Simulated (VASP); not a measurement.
Crystal: Si.

```
Si
1.0
     6.08272    0.00000    0.00000
     0.00000    6.08272    0.00000
     0.00000    0.00000   12.16544
Si
16
Direct
  0.99654 0.00082 0.00238
  0.00565 0.50435 0.25009
  0.50121 0.99910 0.24760
  0.49829 0.50348 0.00046
  0.24884 0.24613 0.12483
  0.24787 0.75013 0.37589
  0.74165 0.24967 0.37232
  0.74658 0.74546 0.12704
  0.00245 0.00182 0.49864
  0.99474 0.49861 0.75037
  0.49973 0.00251 0.74935
  0.50658 0.50240 0.50365
  0.25090 0.24915 0.62345
  0.25296 0.75383 0.87528
  0.75149 0.24900 0.87423
  0.74893 0.74311 0.62314
```

```yaml
Program: VASP 6.6.1
Task: relaxation of cell and atoms
Functional: PBE
Potentials_or_basis: VASP PAW PBE potentials, release 64 (Si)
Cutoff: 500 eV
k_mesh: 2 × 2 × 1
Occupations: fermi-dirac, width 0.05 eV
Spin: no spin polarisation
```

At the start: pressure -12.4 GPa; volume 28.13 Å³/atom.

**Question.** How do energy, volume and symmetry change on relaxing?

**Answer.** Over 19 steps the energy falls by 434.2 meV/atom and the volume is 20.62 Å³/atom (-26.7 %); space group Fd-3m (No. 227, to 0.1 Å) before and after.

Step by step:
```
step  energy change (eV)  largest force (eV/Å)  pressure (GPa)  volume (Å³)
   1              0.0000                0.5165          -12.44       450.11
   2             -6.8417                0.6653            2.24       322.30
   3             -6.8894                0.6641            0.32       328.88
   4             -6.8884                0.6668           -0.27       331.06
   5             -6.9332                0.1875           -0.16       330.54
   6             -6.9361                0.1837           -0.19       330.64
   7             -6.9435                0.0821            0.13       329.46
   8             -6.9436                0.0738            0.08       329.62
   9             -6.9450                0.0467           -0.01       329.96
  10             -6.9455                0.0418           -0.12       330.36
  11             -6.9463                0.0398            0.02       329.85
  12             -6.9463                0.0400            0.04       329.79
  13             -6.9467                0.0205            0.02       329.87
  14             -6.9467                0.0237            0.01       329.88
  15             -6.9468                0.0141           -0.02       330.02
  16             -6.9468                0.0141           -0.02       330.02
  17             -6.9469                0.0153            0.00       329.93
  18             -6.9470                0.0177            0.02       329.88
  19             -6.9470                0.0079           -0.01       329.96
```

Final structure:
```
Si
1.0
     5.48456    0.00001   -0.00007
     0.00001    5.48466   -0.00001
    -0.00014   -0.00004   10.96909
Si
16
Direct
  0.99927 0.00002 0.99988
  0.99984 0.49995 0.25001
  0.49965 0.99989 0.24985
  0.49955 0.49987 0.99996
  0.24943 0.24977 0.12489
  0.24973 0.75009 0.37495
  0.74957 0.24993 0.37489
  0.74972 0.74975 0.12495
  0.99965 0.00005 0.49992
  0.99987 0.49999 0.75001
  0.49963 0.99999 0.74984
  0.49977 0.50011 0.49989
  0.24971 0.25012 0.62487
  0.24966 0.75016 0.87501
  0.74951 0.25004 0.87484
  0.74984 0.74986 0.62497
```

Caveat: the k points lie up to 0.57 Å⁻¹ apart in the final cell; the volume moved by over 15 % at a fixed basis, so the end points are rough.
